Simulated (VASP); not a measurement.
# SnSe (Fm-3m) in VASP: a series of runs, part 2 of 2

VASP 6.6.1.

### Step 3. Single point, LDA

This run uses another cell than the first one, of 26.73 Å³/atom, 1.032 times its volume.

INCAR

```
SYSTEM = SnSe
PREC = Accurate
ENCUT = 520
EDIFF = 1E-6
ISMEAR = 0
SIGMA = 0.01
LREAL = .False.
LASPH = .True.
NELM = 80
ALGO = Normal
ISIF = 2
LWAVE = .False.
LCHARG = .False.
NBANDS = 17
```

KPOINTS

```
Automatic mesh
0
Gamma
  6 6 6
  0 0 0
```

POSCAR

```
SnSe
1.0
    0.0000000000      2.9897980490      2.9897980490
    2.9897980490      0.0000000000      2.9897980490
    2.9897980490      2.9897980490      0.0000000000
Sn Se
1 1
Direct
    0.0000000000      0.0000000000      0.0000000000
    0.5000000000      0.5000000000      0.5000000000
```

Potentials or basis: VASP PAW LDA potentials, release 64 (Sn_d, Se).

Started as:

```bash
$ cat potpaw_LDA.64/Sn_d/POTCAR potpaw_LDA.64/Se/POTCAR > POTCAR
$ mpirun -np 1 vasp_std > vasp.out
```

Run time: 9.5 s. Hardware: 1 thread of Intel Xeon 8259CL, shared host; peak memory 0.15 GiB.

It converged, with:

| Item | Value |
| --- | --- |
| Free energy | -9.5143 eV |
| Pressure | -2.6 GPa |
| Band gap on the k mesh | 0.71 eV, direct |

Levels at points of the mesh, in eV from the valence-band top:
```csv
k point,band 7,band 8,band 9,band 10,band 11,band 12,band 13,band 14
"(0.00, 0.00, 0.00)",-5.01,-2.12,-2.12,-2.12,4.41,4.41,4.41,5.95
"(0.50, 0.00, 0.00)",-8.10,-1.86,-1.86,0.00,0.71,1.29,1.29,8.32
"(0.50, 0.50, 0.00)",-6.00,-5.51,-3.62,-3.62,3.03,5.47,5.47,6.11
```

Caveat: spin-orbit coupling is left out, which moves the levels of the heavy elements.

### Step 4. Single point, LDA

This run uses another cell than the first one, of 27.54 Å³/atom, 1.063 times its volume.

INCAR

```
PREC = Accurate
ENCUT = 520
EDIFF = 1E-6
ISMEAR = 0
SIGMA = 0.01
LREAL = False
LASPH = True
NELM = 100
ALGO = Normal
ISIF = 2
LWAVE = False
LCHARG = True
LELF = True
LVHAR = True
NBANDS = 17
```

KPOINTS

```
regular mesh
0
Gamma
  6 6 6
```

POSCAR

```
SnSe
1.0
    0.0000000000      3.0200000735      3.0200000735
    3.0200000735      0.0000000000      3.0200000735
    3.0200000735      3.0200000735      0.0000000000
Sn Se
1 1
Direct
    0.0000000000      0.0000000000      0.0000000000
    0.5000000000      0.5000000000      0.5000000000
```

Potentials or basis: VASP PAW LDA potentials, release 64 (Sn_d, Se).

Started as:

```bash
$ cat potpaw_LDA.64/Sn_d/POTCAR potpaw_LDA.64/Se/POTCAR > POTCAR
$ mpirun -np 1 vasp_std > vasp.out
```

OUTCAR:

```text
PREC = Accurate
   ENCUT = 520
   EDIFF = 1E-6
   ISMEAR = 0
   LREAL = False
   LASPH = True
   NELM = 100
   ISIF = 2

 ion  position               nearest neighbor table
   1  0.000  0.000  0.000-   2 3.02   2 3.02   2 3.02   2 3.02   2 3.02   2 3.02
   2  0.500  0.500  0.500-   1 3.02   1 3.02   1 3.02   1 3.02   1 3.02   1 3.02

  LATTYP: Found a face centered cubic cell.
 ALAT       =     6.0400001470

  Lattice vectors:

 A1 = (   0.0000000000,   3.0200000735,   3.0200000735)
 A2 = (   3.0200000735,   0.0000000000,   3.0200000735)
 A3 = (   3.0200000735,   3.0200000735,   0.0000000000)

Analysis of symmetry for initial positions (statically):
=====================================================================
 Subroutine PRICEL returns:
 Original cell was already a primitive cell.

 Routine SETGRP: Setting up the symmetry group for a
 face centered cubic supercell.

 Subroutine GETGRP returns: Found 48 space group operations
 (whereof 48 operations were pure point group operations)
 out of a pool of 48 trial point group operations.

The static configuration has the point symmetry O_h .

Analysis of symmetry for dynamics (positions and initial velocities):
[... 147 lines left out ...]

  energy without entropy =       -9.48032968  energy(sigma->0) =       -9.48032968

 E-fermi :   5.3423     XC(G=0):  -9.8422

 val. band max:        5.2172875141   @ k =   0.5000   0.0000   0.0000
 cond. band min:       5.7983566666   @ k =   0.5000   0.0000   0.0000
 fundamental gap:      0.5810691525
 Fermi energy:         5.3422653989

 k-point     1 :       0.0000    0.0000    0.0000
  band No.  band energies     occupation
      1     -16.1929      2.00000
      2     -16.1929      2.00000
      3     -16.1910      2.00000
      4     -16.1910      2.00000
      5     -16.1910      2.00000
      6      -8.5055      2.00000
[... 297 lines left out ...]
      4     -16.1798      2.00000
      5     -16.1737      2.00000
      6      -7.3045      2.00000
[... 9 lines left out ...]
     16      16.4181      0.00000
     17      18.0469      0.00000

------------------------ aborting loop because EDIFF is reached ----------------------------------------

  FORCE on cell =-STRESS in cart. coord.  units (eV):
  Direction    XX          YY          ZZ          XY          YZ          ZX
  --------------------------------------------------------------------------------------
  -------------------------------------------------------------------------------------
  Total       -1.3837381     -1.3837381     -1.3837381     -0.0000000     -0.0000000      0.0000000
  in kB      -40.2451558    -40.2451558    -40.2451558     -0.0000000     -0.0000000      0.0000000
  external PRESSURE =     -40.2451558 kB  Pullay stress =       0.0000000 kB

 VOLUME and BASIS-vectors are now :
 -----------------------------------------------------------------------------
  energy-cutoff  :      520.00
  volume of cell :       55.09
      direct lattice vectors                 reciprocal lattice vectors
     0.000000000  3.020000073  3.020000073    -0.165562910  0.165562910  0.165562910
     3.020000073  0.000000000  3.020000073     0.165562910 -0.165562910  0.165562910
     3.020000073  3.020000073  0.000000000     0.165562910  0.165562910 -0.165562910

 POSITION                                       TOTAL-FORCE (eV/Angst)
 -----------------------------------------------------------------------------------
      0.00000      0.00000      0.00000         0.000000      0.000000      0.000000
      3.02000      3.02000      3.02000        -0.000000      0.000000     -0.000000
 -----------------------------------------------------------------------------------
    total drift:                                0.000000     -0.000000     -0.000000

  FREE ENERGIE OF THE ION-ELECTRON SYSTEM (eV)
  ---------------------------------------------------
  free  energy   TOTEN  =        -9.4803296777 eV

  energy  without entropy=       -9.4803296777  energy(sigma->0) =       -9.48032968
```

stdout:

```text
POSCAR found type information on POSCAR SnSe
 POSCAR found :  2 types and       2 ions
 scaLAPACK will be used
 LDA part: xc-table for (Slater(with rela. corr.)+CA(PZ))
 , standard interpolation
 POSCAR, INCAR and KPOINTS ok, starting setup
 FFT: planning ... GRIDC
 FFT: planning ... GRID_SOFT
 FFT: planning ... GRID
 WAVECAR not read
 entering main loop
```

Wall time 10 s (1 thread of Intel Xeon 8259CL, shared host); peak memory 0.15 GiB.

Results:

```yaml
Free_energy: -9.4803 eV
Pressure: -4.0 GPa
Band_gap_on_the_k_mesh: 0.58 eV, direct
```

Levels at points of the mesh, in eV from the valence-band top:
| k point | band 6 | band 7 | band 8 | band 9 | band 10 | band 11 | band 12 | band 13 | band 14 | band 15 |
| --- | --- | --- | --- | --- | --- | --- | --- | --- | --- | --- |
| (0.00, 0.00, 0.00) | -13.72 | -5.13 | -2.06 | -2.06 | -2.06 | 4.27 | 4.27 | 4.27 | 5.97 | 5.97 |
| (0.50, 0.00, 0.00) | -12.81 | -7.96 | -1.80 | -1.80 | 0.00 | 0.58 | 1.29 | 1.29 | 8.22 | 10.10 |
| (0.50, 0.50, 0.00) | -12.54 | -6.01 | -5.32 | -3.49 | -3.49 | 3.11 | 5.29 | 5.29 | 5.90 | 10.57 |

Caveat: spin-orbit coupling is left out, which moves the levels of the heavy elements. A k mesh can miss the band edges.

### Step 5. Summary

| cell | gap on the mesh (eV) | pressure (GPa) |
| --- | --- | --- |
| a = 4.185 Å, angles 60.0°, 2 atoms | 0.85 | -1.0 |
| a = 4.228 Å, angles 60.0°, 2 atoms | 0.71 | -2.6 |
| a = 4.271 Å, angles 60.0°, 2 atoms | 0.58 | -4.0 |

Alike in all rows: task single point; level LDA; potentials or basis VASP PAW LDA potentials, release 64 (Sn_d, Se); no spin polarisation; k mesh 6 × 6 × 6; cutoff (eV) 520; smearing gaussian 0.01 eV.

Caveats: spin-orbit coupling is left out, which moves the levels of the heavy elements.

Total energies depend on the potentials used, so only differences within one code and one set of settings carry meaning.
